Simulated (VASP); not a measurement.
Here is a VASP 6.6.1 calculation.

The input INCAR:

```
PREC = Accurate ; ENCUT = 520
EDIFF = 1E-7 ; ISMEAR = -1
SIGMA = 0.1 ; LREAL = False
LASPH = True ; NELM = 100
ALGO = Normal ; ISIF = 2
LWAVE = False ; LCHARG = False
NBANDS = 19
```

Contents of KPOINTS:

```
regular mesh
0
Gamma
  21 21 9
```

The input POSCAR:

```
Cd
1.0
    2.8818641727      0.0000000000      0.0000000000
   -1.4409320863      2.4957675838      0.0000000000
    0.0000000000      0.0000000000      5.6383707528
Cd
2
Direct
    0.3333333333      0.6666666667      0.2500000000
    0.6666666667      0.3333333333      0.7500000000
```

Potentials or basis: VASP PAW LDA potentials, release 64 (Cd).

Launch:

```bash
$ cat potpaw_LDA.64/Cd/POTCAR > POTCAR
$ mpirun -np 1 vasp_std > vasp.out
```

Problem. Predict the band gap on the k mesh.

Solution. Zero (bands 12 and 13 overlap by 5.04 eV).

Problem. Estimate the pressure.

Solution. 0.8 GPa.

Stress tensor (GPa, compression positive):
```
 1.48  0.00  0.00
 0.00  1.48  0.00
 0.00  0.00 -0.64
```
